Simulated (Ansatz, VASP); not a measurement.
## Two plane-wave programs on V3Si

```xyz
8
Lattice="4.6026 0.0000 0.0000 0.0000 4.6026 0.0000 0.0000 0.0000 4.6026" Properties=species:S:1:pos:R:3 pbc="T T T"
V     1.1506    0.0000    2.3013
V     3.4519    0.0000    2.3013
V     0.0000    2.3013    1.1506
V     0.0000    2.3013    3.4519
V     2.3013    3.4519    0.0000
V     2.3013    1.1506    0.0000
Si    0.0000    0.0000    0.0000
Si    2.3013    2.3013    2.3013
```

Alike in both runs: task relaxation of cell and atoms; functional LDA; k mesh 6 × 6 × 6; occupations gaussian, width 0.1 eV; no spin polarisation.

|  | VASP | Ansatz |
| --- | --- | --- |
| version | VASP 6.6.1 | Ansatz 0.2.0 |
| potentials or method | VASP PAW LDA potentials, release 64 (V_sv, Si), cutoff 500 eV | scalar-relativistic, plane waves, PAW |
| valence electrons in the cell | 86 | 86 |

VASP gave:

```
gap on the k mesh at the Fermi level, each at its own relaxed structure (eV) : none
relaxed volume (Å³/atom)                                                     : 12.24
relaxed cell length with the largest relative difference (Å)                 : 4.609
```

Task: What did Ansatz give for the same quantities?

Result: gap on the k mesh at the Fermi level, each at its own relaxed structure (eV): none; relaxed volume (Å³/atom): 12.21; relaxed cell length with the largest relative difference (Å): 4.605.

LDA's correlation is that of Perdew and Zunger in VASP and of Perdew and Wang (1992) in Ansatz. A gap of «none» marks a metal or a gap that the smearing closes.
